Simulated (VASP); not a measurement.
AlCo, 2 atoms in the cell. Symmetry: Pm-3m, No. 221, cubic system. The conventional cell has a = 2.819 Å, b = 2.819 Å, c = 2.819 Å, α = 90.00°, β = 90.00°, γ = 90.00°. Within 3.2 Å of Co (site symmetry m-3m) lie 8 Al at 2.44 Å and 6 Co at 2.82 Å. Within 3.2 Å of Al (site symmetry m-3m) lie 8 Co at 2.44 Å and 6 Al at 2.82 Å. 

| Property | Result |
| --- | --- |
| Program | VASP 6.6.1 |
| Task | single point |
| Functional | PBEsol |
| Potentials or basis | VASP PAW PBE potentials, release 64 (Co, Al) |
| Cutoff | 520 eV |
| k mesh | 9 × 9 × 9 |
| Occupations | fermi-dirac, width 0.05 eV |
| Spin | collinear spin, ferromagnetic start |
| Starting moments | [2.0, 0.0] μB |
| Dipole correction | no |
| Further INCAR settings | ALGO = Fast; EDIFF = 1e-07; NBANDS = 17 |

Potentials or basis: VASP PAW PBE potentials, release 64 (Co, Al).

Command:

```bash
$ cat potpaw_PBE.64/Co/POTCAR potpaw_PBE.64/Al/POTCAR > POTCAR
$ mpirun -np 1 vasp_std > vasp.out
```

Hardware: 1 thread of Intel(R) Xeon(R) Platinum 8559C (Emerald Rapids), on a shared host.

Q: How long does it take, and how much memory?

A: Wall time 18 s on 1 thread of Intel(R) Xeon(R) Platinum 8559C (Emerald Rapids) (shared host), peak memory 0.16 GiB. Counts: scf iterations 17, k points 35.
